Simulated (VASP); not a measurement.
Write the native input for VASP 6.6.1 that does the following.

* Task: single point
* Functional: r2SCAN
* Potentials or basis: VASP PAW PBE potentials, release 64 (Zn, Se)
* Cutoff: 550 eV
* k mesh: 11 × 11 × 11
* Occupations: fermi-dirac, width 0.05 eV
* Spin: no spin polarisation
* Dipole correction: no
* Further INCAR settings: ALGO = Normal; EDIFF = 1e-06; NBANDS = 16

The system is ZnSe (zincblende type).

```xyz
2
Lattice="0.0000 2.4406 2.4406 2.4406 0.0000 2.4406 2.4406 2.4406 0.0000" Properties=species:S:1:pos:R:3 pbc="T T T"
Zn    0.0000    0.0000    0.0000
Se    1.2203    1.2203    1.2203
```

The input as run:

POSCAR

```
ZnSe
1.0
    0.0000000000      2.4406464727      2.4406464727
    2.4406464727      0.0000000000      2.4406464727
    2.4406464727      2.4406464727      0.0000000000
Zn Se
1 1
Direct
    0.0000000000      0.0000000000      0.0000000000
    0.2500000000      0.2500000000      0.2500000000
```

INCAR.step1

```
SYSTEM = ZnSe
ALGO = Normal
EDIFF = 1E-5
ENCUT = 550
GGA = PE
GGA_COMPAT = .FALSE.
ISMEAR = -1
LASPH = .TRUE.
LCHARG = .FALSE.
LREAL = .FALSE.
LWAVE = .TRUE.
NBANDS = 16
NELM = 120
PREC = Accurate
SIGMA = 0.05
```

INCAR.step2

```
SYSTEM = ZnSe
ALGO = Normal
EDIFF = 1E-6
ENCUT = 550
GGA_COMPAT = .FALSE.
ISIF = 2
ISMEAR = -1
ISTART = 1
LASPH = .TRUE.
LCHARG = .TRUE.
LELF = .TRUE.
LMIXTAU = .TRUE.
LREAL = .FALSE.
LVHAR = .TRUE.
LWAVE = .FALSE.
METAGGA = R2SCAN
NBANDS = 16
NELM = 120
PREC = Accurate
SIGMA = 0.05
```

KPOINTS

```
k-points
0
G
  11 11 11
  0 0 0
```

Potentials or basis: VASP PAW PBE potentials, release 64 (Zn, Se).

Launch:

```bash
$ cat potpaw_PBE.64/Zn/POTCAR potpaw_PBE.64/Se/POTCAR > POTCAR
$ cp INCAR.step1 INCAR
$ mpirun -np 1 vasp_std > vasp.out
$ cp INCAR.step2 INCAR
$ mpirun -np 1 vasp_std > vasp.out
```

It gave:

The pressure is 80.0 GPa and the band gap on the k mesh is 1.98 eV (least direct gap 4.06 eV).

Caveat: the cell stands under pressure; the PAW data sets were made with another functional, which shifts forces and pressure a little; an odd mesh through Γ misses points on the zone boundary, where band edges can lie.

Wall time 58 s on 1 thread of Intel(R) Xeon(R) 6975P-C (Granite Rapids) (shared host), peak memory 0.18 GiB.
